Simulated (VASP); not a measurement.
# SnTe (Fm-3m) in VASP: a series of runs

The runs below take SnTe through single point, with LDA, PBEsol+D3(BJ).

Program: VASP 6.6.1. These are calculated values, not measurements. Logs are shortened: lines on timing, memory, paths and dates and some standing lists are left out, and cuts for length are marked.

## Step 1: The cell of the first run

It takes space group Fm-3m (No. 225, cubic). The conventional cell has a = 6.173 Å, b = 6.173 Å, c = 6.173 Å, α = 90.00°, β = 90.00°, γ = 90.00°. Te (site symmetry m-3m) has 6 Sn at 3.09 Å within 4.1 Å. Sn (site symmetry m-3m) has 6 Te at 3.09 Å within 4.1 Å.

## Step 2: Single point, LDA

INCAR reads:

```
PREC = Accurate ; ENCUT = 520
EDIFF = 1E-6 ; ISMEAR = -1
SIGMA = 0.05 ; LREAL = False
LASPH = True ; NELM = 80
ALGO = Normal ; ISIF = 2
LWAVE = False ; LCHARG = False
GGA = CA ; NBANDS = 17
```

KPOINTS reads:

```
regular mesh
0
Gamma
  7 7 7
```

POSCAR reads:

```
SnTe
1.0
    0.0000000000      3.0865288906      3.0865288906
    3.0865288906      0.0000000000      3.0865288906
    3.0865288906      3.0865288906      0.0000000000
Te Sn
1 1
Direct
    0.5000000000      0.5000000000      0.5000000000
    0.0000000000      0.0000000000      0.0000000000
```

Potentials or basis: VASP PAW LDA potentials, release 64 (Te, Sn_d).

Launch:

```bash
> cat potpaw_LDA.64/Te/POTCAR potpaw_LDA.64/Sn_d/POTCAR > POTCAR
> mpirun -np 1 vasp_std > vasp.out
```

OUTCAR:

```text
PREC = Accurate
   ENCUT = 520
   EDIFF = 1E-6
   ISMEAR = -1
   LREAL = False
   LASPH = True
   NELM = 80
   ISIF = 2
   GGA = CA

 ion  position               nearest neighbor table
   1  0.500  0.500  0.500-   2 3.09   2 3.09   2 3.09   2 3.09   2 3.09   2 3.09
   2  0.000  0.000  0.000-   1 3.09   1 3.09   1 3.09   1 3.09   1 3.09   1 3.09

  LATTYP: Found a face centered cubic cell.
 ALAT       =     6.1730577812

  Lattice vectors:

 A1 = (   0.0000000000,   3.0865288906,   3.0865288906)
 A2 = (   3.0865288906,   0.0000000000,   3.0865288906)
 A3 = (   3.0865288906,   3.0865288906,   0.0000000000)

Analysis of symmetry for initial positions (statically):
[... 33 lines left out ...]
                                     Primitive cell

  volume of cell :      58.8086

  direct lattice vectors                    reciprocal lattice vectors
     0.000000000  3.086528891  3.086528891    -0.161994272  0.161994272  0.161994272
     3.086528891  0.000000000  3.086528891     0.161994272 -0.161994272  0.161994272
     3.086528891  3.086528891  0.000000000     0.161994272  0.161994272 -0.161994272

  length of vectors
     4.365011018  4.365011018  4.365011018     0.280582309  0.280582309  0.280582309

  position of ions in fractional coordinates (direct lattice)
     0.500000000  0.500000000  0.500000000
     0.000000000  0.000000000  0.000000000

  ion indices of the primitive-cell ions
   primitive index   ion index
                 1           1
                 2           2

----------------------------------------------------------------------------------------

 KPOINTS: regular mesh

Automatic generation of k-mesh.
 Grid dimensions read from file:
 generate k-points for:    7    7    7

 Generating k-lattice:

  Cartesian coordinates                     Fractional coordinates (reciprocal lattice)
    -0.023142039  0.023142039  0.023142039     0.142857143  0.000000000  0.000000000
     0.023142039 -0.023142039  0.023142039     0.000000000  0.142857143  0.000000000
     0.023142039  0.023142039 -0.023142039     0.000000000  0.000000000  0.142857143

  Length of vectors
     0.040083187  0.040083187  0.040083187

  Shift w.r.t. Gamma in fractional coordinates (k-lattice)
     0.000000000  0.000000000  0.000000000

 Subroutine IBZKPT returns following result:
 ===========================================

 Found     20 irreducible k-points:

 Following reciprocal coordinates:
            Coordinates               Weight
  0.000000  0.000000  0.000000      1.000000
  0.142857  0.000000  0.000000      8.000000
  0.285714  0.000000  0.000000      8.000000
  0.428571  0.000000  0.000000      8.000000
  0.142857  0.142857  0.000000      6.000000
  0.285714  0.142857  0.000000     24.000000
[... 12 lines left out ...]
 -0.428571  0.428571  0.142857     24.000000
 -0.285714  0.428571  0.142857     24.000000
   k-points           NKPTS =     20   k-points in BZ     NKDIM =     20   number of bands    NBANDS=     17
   number of dos      NEDOS =    301   number of ions     NIONS =      2
   total plane-waves  NPLWV =  32768
   dimension x,y,z NGX =    32 NGY =   32 NGZ =   32
   dimension x,y,z NGXF=    64 NGYF=   64 NGZF=   64
   ions per type =               1   1
   NGX,Y,Z   is equivalent  to a cutoff of  12.19, 12.19, 12.19 a.u.
   NGXF,Y,Z  is equivalent  to a cutoff of  24.38, 24.38, 24.38 a.u.
 SYSTEM =  unknown system
   PREC   = accura    normal or accurate (medium, high low for compatibility)
   ISTART =      0    job   : 0-new  1-cont  2-samecut
   ICHARG =      2    charge: 1-file 2-atom 10-const
   ISPIN  =      1    spin polarized calculation?
   LNONCOLLINEAR =      F non collinear calculations
   LSORBIT =      F    spin-orbit coupling
   LASPH  =      T    aspherical Exc in radial PAW
   ENCUT  =  520.0 eV  38.22 Ry    6.18 a.u.   8.12  8.12  8.12*2*pi/ulx,y,z
   NELM   =     80;   NELMIN=  2; NELMDL= -5     # of ELM steps
   EDIFF  = 0.1E-05   stopping-criterion for ELM
   LREAL  =      F    real-space projection
   EDIFFG = 0.1E-04   stopping-criterion for IOM
   NSW    =      0    number of steps for IOM
   IBRION =     -1    ionic relax: 0-MD 1-quasi-New 2-CG
   NFREE  =      0    steps in history (QN), initial steepest desc. (CG)
   ISIF   =      2    stress and relaxation
   ISYM   =      2    0-nonsym 1-usesym 2-fastsym
   POTIM  = 0.5000    time-step for ionic-motion
   TEBEG  =    0.0;   TEEND  =   0.0 temperature during run
   PSTRESS=    0.0 pullay stress
   NELECT =      20.0000    total number of electrons
   NUPDOWN=      -1.0000    fix difference up-down
   EMIN   =  10.00;   EMAX   =-10.00  energy-range for DOS
   EFERMI =   0.00;   METHOD = LEGACY
   ISMEAR =    -1;   SIGMA  =   0.05  broadening in eV -4-tet -1-fermi 0-gaus
   EFERMI_NEDOS =   21; number of points for ismear=-14 and -15
   IALGO  =     38    algorithm
   IMIX   =      4    mixing-type and parameters
     AMIX     =   0.40;   BMIX     =  1.00
     AMIX_MAG =   1.60;   BMIX_MAG =  1.00
  volume/ion in A,a.u.               =      29.40       198.43
  Fermi-wavevector in a.u.,A,eV,Ry     =   1.142715  2.159418 17.766446  1.305797
  Thomas-Fermi vector in A             =   2.279412
   LORBIT       =      0    0 simple, 1 ext, 2 COOP (PROOUT), +10 PAW based schemes
   GGA     = CA    functional components
   LHFCALC =     F    Hartree Fock is set to
   AEXX    =    0.0000 exact exchange contribution
   IVDW    =     0    specifies the selected vdW correction
   LEPSILON=     F    determine dielectric tensor
   LRPA    =     F    only Hartree local field effects (RPA)
 non-spin polarized calculation
  energy-cutoff  :      520.00
  volume of cell :       58.81
 maximum number of plane-waves:      1600
   NGX = 17   NGY = 17   NGZ = 17

 number of electron      19.9999996 magnetization

 Free energy of the ion-electron system (eV)
  ---------------------------------------------------
  ext. energy  EPLUGINS =         0.00000000
  ---------------------------------------------------
  free energy    TOTEN  =        -8.83004680 eV

  energy without entropy =       -8.82992988  energy(sigma->0) =       -8.82998834

 E-fermi :   7.5728     XC(G=0): -10.0142

 val. band max:        7.2827389948   @ k =   0.4286   0.0000   0.0000
 cond. band min:       7.9034767758   @ k =   0.4286   0.0000   0.0000
 fundamental gap:      0.6207377809
 Fermi energy:         7.5727963637

 k-point     1 :       0.0000    0.0000    0.0000
  band No.  band energies     occupation
      1     -14.2912      2.00000
      2     -14.2912      2.00000
      3     -14.2777      2.00000
      4     -14.2777      2.00000
      5     -14.2777      2.00000
      6      -5.7584      2.00000
[... 9 lines left out ...]
     16      12.2069      0.00000
     17      14.1372      0.00000

 k-point     2 :       0.1429    0.0000    0.0000
  band No.  band energies     occupation
      1     -14.2923      2.00000
      2     -14.2923      2.00000
      3     -14.2774      2.00000
      4     -14.2763      2.00000
      5     -14.2763      2.00000
      6      -5.5709      2.00000
[... 9 lines left out ...]
     16      12.6426      0.00000
     17      15.6059      0.00000

 k-point     3 :       0.2857    0.0000    0.0000
  band No.  band energies     occupation
      1     -14.2953      2.00000
      2     -14.2953      2.00000
      3     -14.2766      2.00000
      4     -14.2725      2.00000
      5     -14.2725      2.00000
      6      -5.0514      2.00000
[... 9 lines left out ...]
     16      13.8304      0.00000
     17      18.2279      0.00000

 k-point     4 :       0.4286    0.0000    0.0000
  band No.  band energies     occupation
      1     -14.2980      2.00000
      2     -14.2980      2.00000
      3     -14.2760      2.00000
      4     -14.2692      2.00000
      5     -14.2692      2.00000
      6      -4.4366      2.00000
[... 9 lines left out ...]
     16      15.6318      0.00000
     17      17.3070      0.00000

 k-point     5 :       0.1429    0.1429    0.0000
  band No.  band energies     occupation
      1     -14.2953      2.00000
      2     -14.2900      2.00000
      3     -14.2788      2.00000
      4     -14.2751      2.00000
      5     -14.2751      2.00000
      6      -5.5087      2.00000
[... 9 lines left out ...]
     16      13.3630      0.00000
     17      14.7215      0.00000

 k-point     6 :       0.2857    0.1429    0.0000
  band No.  band energies     occupation
      1     -14.2993      2.00000
      2     -14.2907      2.00000
      3     -14.2785      2.00000
      4     -14.2725      2.00000
      5     -14.2716      2.00000
      6      -5.0999      2.00000
[... 9 lines left out ...]
     16      14.5693      0.00000
     17      16.2514      0.00000
[... 201 lines left out ...]
 k-point    17 :       0.4286    0.2857    0.1429
  band No.  band energies     occupation
      1     -14.3031      2.00000
      2     -14.2914      2.00000
      3     -14.2780      2.00000
      4     -14.2697      2.00000
      5     -14.2692      2.00000
      6      -4.6399      2.00000
[... 9 lines left out ...]
     16      16.0467      0.00000
     17      16.8426      0.00000

 k-point    18 :      -0.4286    0.2857    0.1429
  band No.  band energies     occupation
      1     -14.3045      2.00000
      2     -14.2936      2.00000
      3     -14.2750      2.00000
      4     -14.2707      2.00000
      5     -14.2665      2.00000
      6      -4.1377      2.00000
[... 9 lines left out ...]
     16      16.3856      0.00000
     17      17.7196      0.00000

 k-point    19 :      -0.4286    0.4286    0.1429
  band No.  band energies     occupation
      1     -14.3111      2.00000
      2     -14.2889      2.00000
      3     -14.2793      2.00000
      4     -14.2674      2.00000
      5     -14.2639      2.00000
      6      -3.9971      2.00000
[... 9 lines left out ...]
     16      17.3774      0.00000
     17      18.2019      0.00000

 k-point    20 :      -0.2857    0.4286    0.1429
  band No.  band energies     occupation
      1     -14.3082      2.00000
      2     -14.2919      2.00000
      3     -14.2751      2.00000
      4     -14.2711      2.00000
      5     -14.2640      2.00000
      6      -3.8903      2.00000
[... 9 lines left out ...]
     16      17.4050      0.00000
     17      18.2026      0.00000

------------------------ aborting loop because EDIFF is reached ----------------------------------------

  FORCE on cell =-STRESS in cart. coord.  units (eV):
  Direction    XX          YY          ZZ          XY          YZ          ZX
  --------------------------------------------------------------------------------------
  -------------------------------------------------------------------------------------
  Total        0.5786018      0.5786018      0.5786018      0.0000000     -0.0000000     -0.0000000
  in kB       15.7633781     15.7633781     15.7633781      0.0000000     -0.0000000     -0.0000000
  external PRESSURE =      15.7633781 kB  Pullay stress =       0.0000000 kB

 VOLUME and BASIS-vectors are now :
 -----------------------------------------------------------------------------
  energy-cutoff  :      520.00
  volume of cell :       58.81
      direct lattice vectors                 reciprocal lattice vectors
     0.000000000  3.086528891  3.086528891    -0.161994272  0.161994272  0.161994272
     3.086528891  0.000000000  3.086528891     0.161994272 -0.161994272  0.161994272
     3.086528891  3.086528891  0.000000000     0.161994272  0.161994272 -0.161994272

 POSITION                                       TOTAL-FORCE (eV/Angst)
 -----------------------------------------------------------------------------------
      3.08653      3.08653      3.08653        -0.000000     -0.000000     -0.000000
      0.00000      0.00000      0.00000         0.000000      0.000000      0.000000
 -----------------------------------------------------------------------------------
    total drift:                                0.000000     -0.000000     -0.000000

  FREE ENERGIE OF THE ION-ELECTRON SYSTEM (eV)
  ---------------------------------------------------
  free  energy   TOTEN  =        -8.8300468004 eV

  energy  without entropy=       -8.8299298763  energy(sigma->0) =       -8.82998834
```

It took 12 s on 1 thread of Intel Xeon 6975P-C (Granite Rapids), shared host; peak memory 0.16 GiB.

Results:

```
Free energy : -8.8300 eV
Pressure    : 1.6 GPa
```

Levels at points of the mesh, in eV from the Fermi level:
```csv
k point,band 8,band 9,band 10,band 11,band 12,band 13
"(0.00, 0.00, 0.00)",-2.33,-2.33,-2.33,3.38,3.38,3.38
```

Caveat: this odd mesh misses L, where the gap lies, so gap, dielectric constants and Born charges aren't listed; spin-orbit coupling is left out, which moves the levels of the heavy elements.

## Step 3: Single point, PBEsol+D3(BJ)

This run uses another cell than the first one, of 30.03 Å³/atom, 1.021 times its volume.

INCAR reads:

```
  PREC = Accurate
  ENCUT = 520
  EDIFF = 1E-6
  ISMEAR = -1
  SIGMA = 0.05
  LREAL = F
  LASPH = T
  NELM = 80
  ALGO = Normal
  ISIF = 2
  LWAVE = F
  LCHARG = T
  GGA = PS
  IVDW = 12
  LELF = T
  LVHAR = T
  NBANDS = 17
```

KPOINTS is that of step 2.

POSCAR reads:

```
SnTe
1.0
    0.0000000000      3.1082657258      3.1082657258
    3.1082657258      0.0000000000      3.1082657258
    3.1082657258      3.1082657258      0.0000000000
Te Sn
1 1
Direct
    0.5000000000      0.5000000000      0.5000000000
    0.0000000000      0.0000000000      0.0000000000
```

Potentials or basis: VASP PAW PBE potentials, release 64 (Te, Sn_d).

Launch:

```bash
> cat potpaw_PBE.64/Te/POTCAR potpaw_PBE.64/Sn_d/POTCAR > POTCAR
> mpirun -np 1 vasp_std > vasp.out
```

Wall time 21 s (1 thread of Intel Xeon 6975P-C (Granite Rapids), shared host); peak memory 0.21 GiB.

Results (log left out):

- Free energy: -9.1441 eV
- Pressure: -0.5 GPa
- Dispersion energy per atom: -0.405 eV

Levels at points of the mesh, in eV from the Fermi level:
```
           k point  band 6  band 7  band 8  band 9  band 10  band 11  band 12  band 13  band 14  band 15
(0.00, 0.00, 0.00)  -13.18   -4.59   -2.30   -2.30    -2.30     3.37     3.37     3.37     4.59     4.59
```

Caveat: this odd mesh misses L, where the gap lies, so gap, dielectric constants and Born charges aren't listed; the PAW data sets were made with another functional, which shifts forces and pressure a little; spin-orbit coupling is left out, which moves the levels of the heavy elements.

## Step 4: Single point, LDA

This run uses another cell than the first one, of 30.03 Å³/atom, 1.021 times its volume.

INCAR reads:

```
SYSTEM = SnTe
PREC = Accurate ; ENCUT = 520
EDIFF = 1E-6 ; ISMEAR = -1
SIGMA = 0.05 ; LREAL = .False.
LASPH = .True. ; NELM = 60
ALGO = Normal ; ISIF = 2
LWAVE = .False. ; LCHARG = .False.
NBANDS = 17
```

KPOINTS reads:

```
Automatic mesh
0
Gamma
  7 7 7
  0 0 0
```

POSCAR is that of step 3.

Potentials or basis: VASP PAW LDA potentials, release 64 (Te, Sn_d).

Launch:

```bash
> cat potpaw_LDA.64/Te/POTCAR potpaw_LDA.64/Sn_d/POTCAR > POTCAR
> mpirun -np 1 vasp_std > vasp.out
```

Wall time 18 s (1 thread of Intel Xeon 6975P-C (Granite Rapids), shared host); peak memory 0.17 GiB.

It converged, with:

```yaml
Free_energy: -8.8381 eV
Pressure: 0.4 GPa
```

Levels at points of the mesh, in eV from the Fermi level:
| k point | band 7 | band 8 | band 9 | band 10 | band 11 | band 12 | band 13 | band 14 |
| --- | --- | --- | --- | --- | --- | --- | --- | --- |
| (0.00, 0.00, 0.00) | -4.67 | -2.28 | -2.28 | -2.28 | 3.34 | 3.34 | 3.34 | 4.67 |

Caveat: this odd mesh misses L, where the gap lies, so gap, dielectric constants and Born charges aren't listed; spin-orbit coupling is left out, which moves the levels of the heavy elements.

## Step 5: Single point, PBEsol+D3(BJ)

This run uses another cell than the first one, of 30.66 Å³/atom, 1.043 times its volume.

INCAR reads:

```
PREC = Accurate ; ENCUT = 520
EDIFF = 1E-7 ; ISMEAR = -1
SIGMA = 0.05 ; LREAL = F
LASPH = T ; NELM = 60
ALGO = Normal ; ISIF = 2
LWAVE = F ; LCHARG = F
GGA = PS ; IVDW = 12
NBANDS = 17
```

KPOINTS reads:

```
Automatic mesh
0
Gamma
  7 7 7
```

POSCAR reads:

```
SnTe
1.0
    0.0000000000      3.1297027185      3.1297027185
    3.1297027185      0.0000000000      3.1297027185
    3.1297027185      3.1297027185      0.0000000000
Te Sn
1 1
Direct
    0.5000000000      0.5000000000      0.5000000000
    0.0000000000      0.0000000000      0.0000000000
```

Potentials or basis: VASP PAW PBE potentials, release 64 (Te, Sn_d).

Launch:

```bash
> cat potpaw_PBE.64/Te/POTCAR potpaw_PBE.64/Sn_d/POTCAR > POTCAR
> mpirun -np 1 vasp_std > vasp.out
```

Run time: 27 s. Hardware: 1 thread of Intel Xeon 6975P-C (Granite Rapids), shared host; peak memory 0.21 GiB.

It converged, with:

```
Free energy                : -9.1365 eV
Pressure                   : -1.5 GPa
Dispersion energy per atom : -0.397 eV
```

Levels at points of the mesh, in eV from the Fermi level:
| k point | band 8 | band 9 | band 10 | band 11 | band 12 | band 13 |
| --- | --- | --- | --- | --- | --- | --- |
| (0.00, 0.00, 0.00) | -2.24 | -2.24 | -2.24 | 3.33 | 3.33 | 3.33 |

Caveat: this odd mesh misses L, where the gap lies, so gap, dielectric constants and Born charges aren't listed; the PAW data sets were made with another functional, which shifts forces and pressure a little; spin-orbit coupling is left out, which moves the levels of the heavy elements.

## Step 6: Single point, PBEsol+D3(BJ)

This run uses another cell than the first one, of 31.28 Å³/atom, 1.064 times its volume.

INCAR reads:

```
SYSTEM = SnTe
  PREC = Accurate
  ENCUT = 520
  EDIFF = 1E-6
  ISMEAR = -1
  SIGMA = 0.05
  LREAL = .False.
  LASPH = .True.
  NELM = 100
  ALGO = Normal
  ISIF = 2
  LWAVE = .False.
  LCHARG = .False.
  GGA = PS
  IVDW = 12
  NBANDS = 17
```

KPOINTS reads:

```
Automatic mesh
0
Gamma
  7 7 7
  0 0 0
```

POSCAR reads:

```
SnTe
1.0
    0.0000000000      3.1508500000      3.1508500000
    3.1508500000      0.0000000000      3.1508500000
    3.1508500000      3.1508500000      0.0000000000
Te Sn
1 1
Direct
    0.5000000000      0.5000000000      0.5000000000
    0.0000000000      0.0000000000      0.0000000000
```

Potentials or basis: VASP PAW PBE potentials, release 64 (Te, Sn_d).

Launch:

```bash
> cat potpaw_PBE.64/Te/POTCAR potpaw_PBE.64/Sn_d/POTCAR > POTCAR
> mpirun -np 1 vasp_std > vasp.out
```

It took 20 s on 1 thread of Intel Xeon 6975P-C (Granite Rapids), shared host; peak memory 0.21 GiB.

Results (log left out):

```yaml
Free_energy: -9.1216 eV
Pressure: -2.4 GPa
Dispersion_energy_per_atom: -0.389 eV
```

Levels at points of the mesh, in eV from the Fermi level:
```tsv
k point	band 7	band 8	band 9	band 10	band 11	band 12	band 13	band 14
(0.00, 0.00, 0.00)	-4.75	-2.17	-2.17	-2.17	3.29	3.29	3.29	4.68
```

Caveat: this odd mesh misses L, where the gap lies, so gap, dielectric constants and Born charges aren't listed; the PAW data sets were made with another functional, which shifts forces and pressure a little; spin-orbit coupling is left out, which moves the levels of the heavy elements.

## Step 7: The runs side by side

```tsv
level	potentials or basis	cell	pressure (GPa)
LDA	VASP PAW LDA potentials, release 64 (Te, Sn_d)	a = 4.365 Å, angles 60.0°, 2 atoms	1.6
PBEsol+D3(BJ)	VASP PAW PBE potentials, release 64 (Te, Sn_d)	a = 4.396 Å, angles 60.0°, 2 atoms	-0.5
LDA	VASP PAW LDA potentials, release 64 (Te, Sn_d)	a = 4.396 Å, angles 60.0°, 2 atoms	0.4
PBEsol+D3(BJ)	VASP PAW PBE potentials, release 64 (Te, Sn_d)	a = 4.426 Å, angles 60.0°, 2 atoms	-1.5
PBEsol+D3(BJ)	VASP PAW PBE potentials, release 64 (Te, Sn_d)	a = 4.456 Å, angles 60.0°, 2 atoms	-2.4
```

Alike in all rows: task single point; no spin polarisation; k mesh 7 × 7 × 7; cutoff (eV) 520; smearing fermi-dirac 0.05 eV.

Caveats: spin-orbit coupling is left out, which moves the levels of the heavy elements; the PAW data sets were made with another functional, which shifts forces and pressure a little (some runs).

Absolute energies hang on the potentials; compare differences alone.
